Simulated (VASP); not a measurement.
Wanted: the native input for a VASP 6.6.1 run.

```
Task                   : single point
Functional             : PBE
Potentials or basis    : VASP PAW PBE potentials, release 64 (Hf_pv, O)
Cutoff                 : 520 eV
k mesh                 : 8 × 8 × 8
Occupations            : gaussian, width 0.02 eV
Spin                   : no spin polarisation
Dipole correction      : no
Further INCAR settings : ALGO = Normal; EDIFF = 1e-07; NBANDS = 31
```

The structure of HfO2 lies in POSCAR:

```
HfO2
1.0
   -2.0092942000      2.0092942000      5.3227094000
    2.0092942000     -2.0092942000      5.3227094000
    2.0092942000      2.0092942000     -5.3227094000
Hf O
2 4
Direct
    0.0000000000      0.0000000000      0.0000000000
    0.7500000000      0.2500000000      0.5000000000
    0.7982900000      0.7982900000      0.0000000000
    0.9517100000      0.4517100000      0.5000000000
    0.5482900000      0.0482900000      0.5000000000
    0.2017100000      0.2017100000      0.0000000000
```

These files were run (other wordings do the same):

INCAR

```
PREC = Accurate
ENCUT = 520
EDIFF = 1E-7
ISMEAR = 0
SIGMA = 0.02
LREAL = False
LASPH = True
NELM = 60
ALGO = Normal
ISIF = 2
LWAVE = False
LCHARG = True
GGA = PE
LELF = True
LVHAR = True
NBANDS = 31
```

KPOINTS

```
regular mesh
0
Gamma
  8 8 8
```

Potentials or basis: VASP PAW PBE potentials, release 64 (Hf_pv, O).

Command:

```sh
$ cat potpaw_PBE.64/Hf_pv/POTCAR potpaw_PBE.64/O/POTCAR > POTCAR
$ mpirun -np 1 vasp_std > vasp.out
```

It gave:

```yaml
Pressure: -2.4 GPa
Largest_force: 0.049 eV/Å
Band_gap_on_the_k_mesh: 4.42 eV, indirect (least direct gap 4.65 eV)
```

Caveat: spin-orbit coupling is left out, which moves the levels of the heavy elements.

Wall time 6 min on 1 thread of Intel(R) Xeon(R) Platinum 8259CL CPU @ 2.50GHz (Skylake/Cascade Lake), on a shared host, peak memory 0.39 GiB.
